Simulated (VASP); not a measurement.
CdS: single point with LDA

The system is CdS.

```
CELL_PARAMETERS angstrom
4.07389 0.00000 0.00000
-2.03694 3.52809 0.00000
0.00000 0.00000 6.63858
ATOMIC_POSITIONS crystal
Cd 0.33333 0.66667 0.97258
Cd 0.66667 0.33333 0.47258
S 0.33333 0.66667 0.40442
S 0.66667 0.33333 0.90442
```

This cell differs from its parent crystal: atoms moved along the polar distortion.

* Program: VASP 6.6.1
* Task: single point
* Functional: LDA
* Potentials or basis: VASP PAW LDA potentials, release 64 (Cd, S)
* Cutoff: 520 eV
* k mesh: 9 × 9 × 4
* Occupations: gaussian, width 0.01 eV
* Spin: no spin polarisation

```yaml
Pressure: 2.9 GPa
Largest_force: 0.791 eV/Å
Band_gap_on_the_k_mesh: 1.24 eV
```

Forces on the atoms (eV/Å):
```
Cd   0.000  0.000  0.791
Cd   0.000  0.000  0.791
S    0.000  0.000 -0.791
S    0.000  0.000 -0.791
```

Stress tensor (GPa, compression positive):
```
 6.11  0.00  0.00
 0.00  6.11  0.00
 0.00  0.00 -3.65
```

Levels at points of the mesh, in eV from the valence-band top:
```tsv
k point	band 15	band 16	band 17	band 18	band 19	band 20	band 21	band 22
(0.00, 0.00, 0.00)	-0.56	-0.22	0.00	0.00	1.24	2.17	6.25	6.25
(0.00, 0.00, 0.50)	-0.28	-0.28	-0.28	-0.28	2.53	2.53	5.97	5.97
```

It took 80 s on 1 thread of Intel Xeon 8259CL, with other jobs on the host, peak memory 0.21 GiB.

Caveat: the cell differs from its parent crystal (atoms moved along the polar distortion); the stress differs along the axes, from -4 to 6 GPa.
